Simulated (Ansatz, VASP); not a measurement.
## ZrB in VASP and in Ansatz

```
CELL_PARAMETERS angstrom
0.00000 2.41539 2.14969
2.35911 0.00000 2.14969
2.35911 2.41539 0.00000
ATOMIC_POSITIONS crystal
Zr 0.00000 0.00000 0.00000
B 0.50000 0.50000 0.50000
```

Change from the starting cell: normal strain along x -0.0233, normal strain along z -0.1100.

Alike in both runs: task single point; functional LDA; k mesh 16 × 16 × 16; occupations gaussian, width 0.15 eV; no spin polarisation.

|  | VASP | Ansatz |
| --- | --- | --- |
| version | VASP 6.6.1 | Ansatz 0.2.0 |
| potentials or method | VASP PAW LDA potentials, release 64 (Zr_sv, B), cutoff 520 eV | scalar-relativistic, plane waves, PAW |
| valence electrons in the cell | 15 | 15 |

Ansatz gave:

- gap on the k mesh at the Fermi level (eV): none
- pressure (GPa): 33.7
- traceless stress, the component that is largest in VASP (GPa): 30.74

Problem. What did VASP give for the same quantities?

Solution. gap on the k mesh at the Fermi level (eV): none; pressure (GPa): 34.2; traceless stress, the component that is largest in VASP (GPa): 30.73.

LDA's correlation is that of Perdew and Zunger in VASP and of Perdew and Wang (1992) in Ansatz. A gap of «none» marks a metal or a gap that the smearing closes. Both programs put the cell under a high pressure, so it lies far from rest at this level.
